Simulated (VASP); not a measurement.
Runs of VASP 6.6.1 on B. The structure is that of space group R32 (No. 155), or close to it. The cells are those of the table. 

| task | cell | k mesh | cutoff (eV) | k mesh for the DOS | occupations for the DOS | gap on the mesh (eV) | pressure (GPa) | relaxed volume (Å³/atom) | largest force (eV/Å) |
| --- | --- | --- | --- | --- | --- | --- | --- | --- | --- |
| single point | a = 3.287 Å, angles 96.8°, 5 atoms | 12 × 12 × 12 | 520 | - | - | none | 0.0 | - | - |
| single point | a = 3.287 Å, angles 96.7°, 5 atoms | 6 × 6 × 6 | 520 | - | - | none | -0.2 | - | 0.01 |
| relaxation of cell and atoms | relaxed from a = 3.287 Å, angles 96.7°, 5 atoms | 12 × 12 × 12 | 600 | - | - | none | -0.1 | 6.94 | - |
| single point | a = 3.523 Å, angles 100.8°, 5 atoms | 6 × 6 × 6 | 520 | - | - | none | (a) | - | 4.14 |
| relaxation of cell and atoms | relaxed from a = 3.523 Å, angles 100.8°, 5 atoms | 6 × 6 × 6 | 600 | - | - | none | -0.1 | 6.94 | 0.01 |

Alike in all rows: level PBE; potentials or basis VASP PAW PBE potentials, release 64 (B); no spin polarisation; smearing gaussian 0.1 eV.

Q: Fill in the values left out.

A: (a) 14.0.

Caveats: forces of over 1 eV/Å act on the atoms, so gaps and moduli don't describe the material at rest (some runs); the volume moved by over 15 % at a fixed basis, so the end points are rough (some runs).

A gap of «none» marks levels without a gap at the run's occupations.
